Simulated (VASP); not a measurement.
## Mg2BeS3: single point with PBE

The system is Mg2BeS3.

```
CELL_PARAMETERS angstrom
4.55341 0.00000 0.00000
-2.27670 3.94337 0.00000
0.00000 0.00000 7.05848
ATOMIC_POSITIONS crystal
Mg 0.00000 0.00000 0.50000
Mg 0.66667 0.33333 0.00000
Be 0.66667 0.33333 0.50000
S 0.33333 0.66667 0.00000
S 0.33333 0.66667 0.50000
S 0.00000 0.00000 0.00000
```

The cell was built from a structure type or drawn by symmetry, and may not be a known phase.

* Program: VASP 6.6.1
* Task: single point
* Functional: PBE
* Potentials or basis: VASP PAW PBE potentials, release 64 (Mg, Be, S)
* Cutoff: 600 eV
* k mesh: 3 × 3 × 2
* Occupations: gaussian, width 0.15 eV
* Spin: no spin polarisation
* Dipole correction: no
* Further INCAR settings: ALGO = Normal; EDIFF = 1e-06; NBANDS = 21

| Property | Result |
| --- | --- |
| Pressure | -0.3 GPa |
| Band gap on the k mesh | zero (bands 12 and 13 overlap by 0.49 eV) |

Stress tensor (GPa, compression positive):
```
-0.19  0.00  0.00
 0.00 -0.19  0.00
 0.00  0.00 -0.40
```

Levels at points of the mesh, in eV from the Fermi level:
```csv
k point,band 9,band 10,band 11,band 12,band 13,band 14,band 15,band 16
"(0.00, 0.00, 0.00)",-2.72,-2.15,-1.70,-1.70,-0.08,0.52,0.52,2.11
"(0.00, 0.00, 0.50)",-3.55,-2.15,-1.70,-1.70,-0.12,0.45,0.45,1.05
```

It took 14 s on 1 thread of Intel(R) Xeon(R) Platinum 8488C (Sapphire Rapids), on a shared host, peak memory 0.24 GiB.

Caveat: the k points lie up to 0.53 Å⁻¹ apart; semilocal functionals underestimate gaps, so a narrow gap can read as zero.
